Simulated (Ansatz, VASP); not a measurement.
LiF in VASP and in Ansatz

Contents of POSCAR:

```
LiF
1.0
    3.0810126371      0.0000000000      0.0000000000
   -1.5405063186      2.6682352131      0.0000000000
    0.0000000000      0.0000000000      4.8738718124
Li F
2 2
Direct
    0.3333333333      0.6666666667     -0.0050316358
    0.6666666667      0.3333333333      0.4949683642
    0.3333333333      0.6666666667      0.3800316358
    0.6666666667      0.3333333333      0.8800316358
```

INCAR.step1

```
SYSTEM = LiF
PREC = Accurate
ENCUT = 520
EDIFF = 1E-5
ISMEAR = 0
SIGMA = 0.01
LREAL = .FALSE.
LASPH = .TRUE.
NELM = 100
ALGO = Normal
ISIF = 2
LWAVE = .TRUE.
NBANDS = 18
GGA = PE
```

INCAR.step2

```
SYSTEM = LiF
PREC = Accurate
ENCUT = 520
EDIFF = 1E-6
ISMEAR = 0
SIGMA = 0.01
LREAL = .FALSE.
LASPH = .TRUE.
NELM = 100
ALGO = Normal
ISIF = 2
LWAVE = .FALSE.
LCHARG = .TRUE.
GGA = PE
LHFCALC = .TRUE.
HFSCREEN = 0.2079
PRECFOCK = Normal
LELF = .TRUE.
LVHAR = .TRUE.
NBANDS = 18
ISTART = 1
```

Contents of KPOINTS:

```
Automatic mesh
0
G
  6 6 4
  0 0 0
```

Input for Ansatz:

```yaml
crystal:
  lattice:
    - [3.0810126371, 0.0, 0.0]
    - [-1.5405063186, 2.6682352131, 0.0]
    - [0.0, 0.0, 4.8738718124]
  atoms:
    - { symbol: Li, position: [0.3333333333, 0.6666666667, -0.0050316358] }
    - { symbol: Li, position: [0.6666666667, 0.3333333333, 0.4949683642] }
    - { symbol: F, position: [0.3333333333, 0.6666666667, 0.3800316358] }
    - { symbol: F, position: [0.6666666667, 0.3333333333, 0.8800316358] }
kpoints:
  mp_grid: { grid: [6, 6, 4] }
  band_path:
    path:
      - [0.0, 0.0, 0.0]
      - [0.5, 0.0, 0.0]
      - [0.3333333333, 0.3333333333, 0.0]
      - [0.0, 0.0, 0.5]
      - [0.5, 0.0, 0.5]
      - [0.3333333333, 0.3333333333, 0.5]
    npoints: 1
hamiltonian:
  xc: hse06
scf:
  occupations: { method: fixed }
  n_extra_bands: 5
output:
  forces: true
  stress: true
  eigenvalues: true
```

Change from the starting cell: uniaxial_z strain +1.9%.

Alike in both runs: task single point; functional HSE06; k mesh 6 × 6 × 4; no spin polarisation.

|  | VASP | Ansatz |
| --- | --- | --- |
| version | VASP 6.6.1 | Ansatz 0.2.0 |
| potentials or method | VASP PAW PBE potentials, release 64 (Li_sv, F) | plane waves, PAW |
| plane-wave cutoff (eV) | 520 | 420 |
| occupations | gaussian, width 0.01 eV | fixed |
| valence electrons in the cell | 20 | 20 |

|  | VASP | Ansatz | Ansatz less VASP |
| --- | --- | --- | --- |
| gap on the k mesh at the Fermi level (eV) | 9.94 | 9.97 | +0.025 |

Ansatz's warnings: stress exchange threshold loose, stress scf threshold loose.

Noted on VASP's run: the cutoff is short for stress, so the pressure is rough.
